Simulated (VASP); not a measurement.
# SnO in VASP: a series of runs

Runs on SnO. Level: PBEsol. Tasks: single point.

Program: VASP 6.6.1. These are calculated values, not measurements. Logs are shortened: lines on timing, memory, paths and dates and some standing lists are left out, and cuts for length are marked.

### Step 1. The cell of the first run

It takes space group P4/nmm (No. 129, tetragonal). The conventional cell has a = 3.814 Å, b = 3.814 Å, c = 4.887 Å, α = 90.00°, β = 90.00°, γ = 90.00°. Sn (site symmetry 4mm) has 4 O at 2.23 Å within 2.9 Å. O (site symmetry -4m2) has 4 Sn at 2.23 Å and 4 O at 2.70 Å within 2.9 Å.

### Step 2. Single point, PBEsol

Input file INCAR:

```
ALGO = Normal
EDIFF = 1E-7
ENCUT = 520
GGA = PS
ISIF = 2
ISMEAR = 0
LASPH = T
LCHARG = F
LREAL = F
LWAVE = F
NBANDS = 28
NELM = 80
PREC = Accurate
SIGMA = 0.1
```

Input file KPOINTS:

```
k-points
0
Gamma
  6 6 4
```

Input file POSCAR:

```
SnO
1.0
    3.8136952200      0.0000000000      0.0000000000
    0.0000000000      3.8136952200      0.0000000000
    0.0000000000      0.0000000000      4.8869133000
Sn O
2 2
Direct
    0.0000000000      0.5000000000      0.2353738600
    0.5000000000      0.0000000000      0.7646261400
    0.5000000000      0.5000000000      0.0000000000
    0.0000000000      0.0000000000      0.0000000000
```

Potentials or basis: VASP PAW PBE potentials, release 64 (Sn_d, O).

On the command line:

```console
$ cat potpaw_PBE.64/Sn_d/POTCAR potpaw_PBE.64/O/POTCAR > POTCAR
$ mpirun -np 1 vasp_std > vasp.out
```

OUTCAR:

```text
EDIFF = 1E-7
   ENCUT = 520
   GGA = PS
   ISIF = 2
   ISMEAR = 0
   LASPH = T
   LREAL = F
   NELM = 80
   PREC = Accurate

 ion  position               nearest neighbor table
   1  0.000  0.500  0.235-   3 2.23   4 2.23   4 2.23   3 2.23   2 3.54   2 3.54   2 3.54   2 3.54
                             2 3.74   2 3.74   2 3.74   2 3.74
   2  0.500  0.000  0.765-   3 2.23   4 2.23   3 2.23   4 2.23   1 3.54   1 3.54   1 3.54   1 3.54
                             1 3.74   1 3.74   1 3.74   1 3.74
   3  0.500  0.500  0.000-   1 2.23   2 2.23   2 2.23   1 2.23
   4  0.000  0.000  0.000-   1 2.23   2 2.23   1 2.23   2 2.23

  LATTYP: Found a simple tetragonal cell.
 ALAT       =     3.8136952200
 C/A-ratio  =     1.2814116016

  Lattice vectors:

 A1 = (   3.8136952200,   0.0000000000,   0.0000000000)
 A2 = (   0.0000000000,   3.8136952200,   0.0000000000)
 A3 = (   0.0000000000,   0.0000000000,   4.8869133000)

Analysis of symmetry for initial positions (statically):
=====================================================================
 Subroutine PRICEL returns:
 Original cell was already a primitive cell.

 Routine SETGRP: Setting up the symmetry group for a
 simple tetragonal supercell.

 Subroutine GETGRP returns: Found 16 space group operations
 (whereof  8 operations were pure point group operations)
 out of a pool of 16 trial point group operations.

The static configuration has the point symmetry D_2d.
 The point group associated with its full space group is D_4h.

Analysis of symmetry for dynamics (positions and initial velocities):
=====================================================================
 Subroutine PRICEL returns:
 Original cell was already a primitive cell.

 Routine SETGRP: Setting up the symmetry group for a
 simple tetragonal supercell.

 Subroutine GETGRP returns: Found 16 space group operations
 (whereof  8 operations were pure point group operations)
 out of a pool of 16 trial point group operations.

The dynamic configuration has the point symmetry D_2d.
 The point group associated with its full space group is D_4h.

 Subroutine INISYM returns: Found 16 space group operations
 (whereof  8 operations are pure point group operations),
 and found     1 'primitive' translations

----------------------------------------------------------------------------------------

                                     Primitive cell

  volume of cell :      71.0766

  direct lattice vectors                    reciprocal lattice vectors
     3.813695220  0.000000000  0.000000000     0.262212878  0.000000000  0.000000000
     0.000000000  3.813695220  0.000000000     0.000000000  0.262212878  0.000000000
     0.000000000  0.000000000  4.886913300     0.000000000  0.000000000  0.204628144

  length of vectors
     3.813695220  3.813695220  4.886913300     0.262212878  0.262212878  0.204628144

  position of ions in fractional coordinates (direct lattice)
     0.000000000  0.500000000  0.235373860
     0.500000000  0.000000000  0.764626140
     0.500000000  0.500000000  0.000000000
     0.000000000  0.000000000  0.000000000

  ion indices of the primitive-cell ions
   primitive index   ion index
                 1           1
                 2           2
                 3           3
                 4           4

----------------------------------------------------------------------------------------

 KPOINTS: k-points

Automatic generation of k-mesh.
 Grid dimensions read from file:
 generate k-points for:    6    6    4

 Generating k-lattice:

  Cartesian coordinates                     Fractional coordinates (reciprocal lattice)
     0.043702146  0.000000000  0.000000000     0.166666667  0.000000000  0.000000000
     0.000000000  0.043702146  0.000000000     0.000000000  0.166666667  0.000000000
     0.000000000  0.000000000  0.051157036     0.000000000  0.000000000  0.250000000

  Length of vectors
     0.043702146  0.043702146  0.051157036

  Shift w.r.t. Gamma in fractional coordinates (k-lattice)
     0.000000000  0.000000000  0.000000000

 Subroutine IBZKPT returns following result:
 ===========================================

 Found     30 irreducible k-points:

 Following reciprocal coordinates:
            Coordinates               Weight
  0.000000  0.000000  0.000000      1.000000
  0.166667  0.000000  0.000000      4.000000
  0.333333  0.000000  0.000000      4.000000
  0.500000  0.000000  0.000000      2.000000
  0.166667  0.166667  0.000000      4.000000
  0.333333  0.166667  0.000000      8.000000
[... 16 lines left out ...]
  0.333333  0.000000  0.500000      4.000000
  0.500000  0.000000  0.500000      2.000000
 [... further k-points ...]
   k-points           NKPTS =     30   k-points in BZ     NKDIM =     30   number of bands    NBANDS=     28
   number of dos      NEDOS =    301   number of ions     NIONS =      4
   total plane-waves  NPLWV =  28224
   dimension x,y,z NGX =    28 NGY =   28 NGZ =   36
   dimension x,y,z NGXF=    56 NGYF=   56 NGZF=   72
   ions per type =               2   2
   NGX,Y,Z   is equivalent  to a cutoff of  12.21, 12.21, 12.25 a.u.
   NGXF,Y,Z  is equivalent  to a cutoff of  24.41, 24.41, 24.49 a.u.
 SYSTEM =  unknown system
   PREC   = accura    normal or accurate (medium, high low for compatibility)
   ISTART =      0    job   : 0-new  1-cont  2-samecut
   ICHARG =      2    charge: 1-file 2-atom 10-const
   ISPIN  =      1    spin polarized calculation?
   LNONCOLLINEAR =      F non collinear calculations
   LSORBIT =      F    spin-orbit coupling
   LASPH  =      T    aspherical Exc in radial PAW
   ENCUT  =  520.0 eV  38.22 Ry    6.18 a.u.   7.09  7.09  9.09*2*pi/ulx,y,z
   NELM   =     80;   NELMIN=  2; NELMDL= -5     # of ELM steps
   EDIFF  = 0.1E-06   stopping-criterion for ELM
   LREAL  =      F    real-space projection
   EDIFFG = 0.1E-05   stopping-criterion for IOM
   NSW    =      0    number of steps for IOM
   IBRION =     -1    ionic relax: 0-MD 1-quasi-New 2-CG
   NFREE  =      0    steps in history (QN), initial steepest desc. (CG)
   ISIF   =      2    stress and relaxation
   ISYM   =      2    0-nonsym 1-usesym 2-fastsym
   POTIM  = 0.5000    time-step for ionic-motion
   TEBEG  =    0.0;   TEEND  =   0.0 temperature during run
   PSTRESS=    0.0 pullay stress
   NELECT =      40.0000    total number of electrons
   NUPDOWN=      -1.0000    fix difference up-down
   EMIN   =  10.00;   EMAX   =-10.00  energy-range for DOS
   EFERMI =   0.00;   METHOD = LEGACY
   ISMEAR =     0;   SIGMA  =   0.10  broadening in eV -4-tet -1-fermi 0-gaus
   EFERMI_NEDOS =   21; number of points for ismear=-14 and -15
   IALGO  =     38    algorithm
   IMIX   =      4    mixing-type and parameters
     AMIX     =   0.40;   BMIX     =  1.00
     AMIX_MAG =   1.60;   BMIX_MAG =  1.00
  volume/ion in A,a.u.               =      17.77       119.91
  Fermi-wavevector in a.u.,A,eV,Ry     =   1.351614  2.554180 24.855939  1.826860
  Thomas-Fermi vector in A             =   2.479021
   LORBIT       =      0    0 simple, 1 ext, 2 COOP (PROOUT), +10 PAW based schemes
   GGA     = PS    functional components
   LHFCALC =     F    Hartree Fock is set to
   AEXX    =    0.0000 exact exchange contribution
   IVDW    =     0    specifies the selected vdW correction
   LEPSILON=     F    determine dielectric tensor
   LRPA    =     F    only Hartree local field effects (RPA)
 non-spin polarized calculation
 Gauss-broadening in eV      SIGMA  =   0.10
  energy-cutoff  :      520.00
  volume of cell :       71.08
 maximum number of plane-waves:      1936
   NGX = 15   NGY = 15   NGZ = 19

 number of electron      39.9999978 magnetization

 Free energy of the ion-electron system (eV)
  ---------------------------------------------------
  ext. energy  EPLUGINS =         0.00000000
  ---------------------------------------------------
  free energy    TOTEN  =       -24.20718338 eV

  energy without entropy =      -24.20614558  energy(sigma->0) =      -24.20666448

 E-fermi :   6.8850     XC(G=0): -10.4025

 val. band max:        6.8182567608   @ k =   0.0000   0.0000   0.0000
 cond. band min:       6.9559901307   @ k =   0.5000   0.5000   0.0000
 fundamental gap:      0.1377333699
 Fermi energy:         6.8850120978

 k-point     1 :       0.0000    0.0000    0.0000
  band No.  band energies     occupation
      1     -15.0481      2.00000
      2     -14.6064      2.00000
      3     -14.6064      2.00000
      4     -14.6038      2.00000
      5     -14.5579      2.00000
      6     -14.5524      2.00000
[... 20 lines left out ...]
     27      13.5781      0.00000
     28      13.9763      0.00000

 k-point     2 :       0.1667    0.0000    0.0000
  band No.  band energies     occupation
      1     -15.0337      2.00000
      2     -14.6258      2.00000
      3     -14.6006      2.00000
      4     -14.6002      2.00000
      5     -14.5735      2.00000
      6     -14.5609      2.00000
[... 20 lines left out ...]
     27      13.8638      0.00000
     28      15.8480      0.00000

 k-point     3 :       0.3333    0.0000    0.0000
  band No.  band energies     occupation
      1     -14.9933      2.00000
      2     -14.7892      2.00000
      3     -14.5859      2.00000
      4     -14.5844      2.00000
      5     -14.5671      2.00000
      6     -14.5643      2.00000
[... 20 lines left out ...]
     27      14.3590      0.00000
     28      17.0480      0.00000

 k-point     4 :       0.5000    0.0000    0.0000
  band No.  band energies     occupation
      1     -14.9181      2.00000
      2     -14.9181      2.00000
      3     -14.5739      2.00000
      4     -14.5739      2.00000
      5     -14.5674      2.00000
      6     -14.5674      2.00000
[... 578 lines left out ...]
     27      14.8423      0.00000
     28      16.0326      0.00000

 k-point    23 :       0.3333    0.0000    0.5000
  band No.  band energies     occupation
      1     -14.9944      2.00000
      2     -14.8139      2.00000
      3     -14.5996      2.00000
      4     -14.5875      2.00000
      5     -14.5680      2.00000
      6     -14.5671      2.00000
[... 20 lines left out ...]
     27      15.1369      0.00000
     28      16.8519      0.00000

 k-point    24 :       0.5000    0.0000    0.5000
  band No.  band energies     occupation
      1     -14.9327      2.00000
      2     -14.9327      2.00000
      3     -14.6017      2.00000
      4     -14.6017      2.00000
      5     -14.5615      2.00000
      6     -14.5615      2.00000
[... 20 lines left out ...]
     27      15.7049      0.00000
     28      15.7049      0.00000

 [... further k-points ...]
[... 5 lines left out ...]
  --------------------------------------------------------------------------------------
  -------------------------------------------------------------------------------------
  Total       -0.1308972     -0.1308972     -0.1606109      0.0000000      0.0000000      0.0000000
  in kB       -2.9506269     -2.9506269     -3.6204200      0.0000000      0.0000000      0.0000000
  external PRESSURE =      -3.1738912 kB  Pullay stress =       0.0000000 kB

 VOLUME and BASIS-vectors are now :
 -----------------------------------------------------------------------------
  energy-cutoff  :      520.00
  volume of cell :       71.08
      direct lattice vectors                 reciprocal lattice vectors
     3.813695220  0.000000000  0.000000000     0.262212878  0.000000000  0.000000000
     0.000000000  3.813695220  0.000000000     0.000000000  0.262212878  0.000000000
     0.000000000  0.000000000  4.886913300     0.000000000  0.000000000  0.204628144

 POSITION                                       TOTAL-FORCE (eV/Angst)
 -----------------------------------------------------------------------------------
      0.00000      1.90685      1.15025        -0.000000      0.000000      0.167853
      1.90685      0.00000      3.73666         0.000000      0.000000     -0.167853
      1.90685      1.90685      0.00000         0.000000      0.000000      0.000000
      0.00000      0.00000      0.00000         0.000000      0.000000      0.000000
 -----------------------------------------------------------------------------------
    total drift:                                0.000000      0.000000      0.000000

  FREE ENERGIE OF THE ION-ELECTRON SYSTEM (eV)
  ---------------------------------------------------
  free  energy   TOTEN  =       -24.2071833791 eV

  energy  without entropy=      -24.2061455783  energy(sigma->0) =      -24.20666448
```

It took 22 s on 1 thread of Intel Xeon 6975P-C (Granite Rapids), shared host; peak memory 0.19 GiB.

Results:

```
Free energy            : -24.2072 eV
Pressure               : -0.3 GPa
Largest force          : 0.168 eV/Å
Band gap on the k mesh : 0.14 eV, indirect (least direct gap 1.98 eV)
```

Forces in eV/Å, atoms in the order of the input:
```
Sn   0.000  0.000  0.168
Sn   0.000  0.000 -0.168
O    0.000  0.000  0.000
O    0.000  0.000  0.000
```

Caveat: the PAW data sets were made with another functional, which shifts forces and pressure a little; spin-orbit coupling is left out, which moves the levels of the heavy elements. A k mesh can miss the band edges.

[end of part 1 of 3]
